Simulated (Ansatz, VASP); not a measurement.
One calculation of GaSb, two programs

Contents of INCAR:

```
SYSTEM = GaSb
PREC     = Accurate       ! precision mode
ENCUT    = 520            ! plane-wave cutoff, eV
EDIFF    = 1E-6           ! SCF threshold, eV
ISMEAR   = -1             ! smearing method
SIGMA    = 0.1            ! smearing width, eV
LREAL    = .FALSE.        ! projectors in reciprocal space
LASPH    = .TRUE.         ! aspherical terms in the spheres
NELM     = 80             ! most SCF steps
ALGO     = Normal         ! electronic algorithm
ISIF     = 2              ! what is computed and relaxed
LWAVE    = .FALSE.        ! write WAVECAR
LCHARG   = .FALSE.        ! write CHGCAR
GGA      = B5             ! functional
ALDAX    = 1.0          
AGGAX    = 1.0          
AGGAC    = 1.0          
ALDAC    = 0.0          
NBANDS   = 16             ! bands
```

Contents of KPOINTS:

```
regular mesh
0
G
  6 6 6
  0 0 0
```

The input POSCAR:

```
GaSb
1.0
   -2.7534340000      2.7534340000      1.5907070000
    2.7534340000     -2.7534340000      1.5907070000
    2.7534340000      2.7534340000     -1.5907070000
Ga Sb
1 1
Direct
    0.2500000000      0.7500000000      0.5000000000
    0.0000000000      0.0000000000      0.0000000000
```

Input for Ansatz:

```yaml
crystal:
  lattice:
    - [-2.753434, 2.753434, 1.590707]
    - [2.753434, -2.753434, 1.590707]
    - [2.753434, 2.753434, -1.590707]
  atoms:
    - { symbol: Ga, position: [0.25, 0.75, 0.5] }
    - { symbol: Sb, position: [0.0, 0.0, 0.0] }
basis:
  ecutwfc: 530.0
kpoints:
  mp_grid:
    grid: [6, 6, 6]
hamiltonian:
  xc: blyp
  pseudopotentials:
    kind: paw
scf:
  occupations:
    method: fermi_dirac
    width: 0.1
output:
  stress: true
```

Alike in both runs: task single point; functional BLYP; k mesh 6 × 6 × 6; occupations fermi-dirac, width 0.1 eV; no spin polarisation.

```csv
,VASP,Ansatz
version,VASP 6.6.1,Ansatz 0.2.0
potentials or method,"VASP PAW PBE potentials, release 64 (Ga_d, Sb), cutoff 520 eV","plane waves, PAW"
valence electrons in the cell,18,28
```

```tsv
	VASP	Ansatz	Ansatz less VASP
pressure (GPa)	5.5	5.4	-0.11
traceless stress, the component that is largest in VASP (GPa)	-2.19	-2.16	+0.039
```

VASP's potentials were made for PBE, not for BLYP. The functional is the same, so the differences come from potentials, cutoffs and numerics. VASP's potentials hold 18 valence electrons a cell and Ansatz's 28, so a difference there can come from the potentials and not from the codes.

The k mesh is coarse, so the values compare programs but aren't converged. Neither program's run includes spin-orbit coupling.
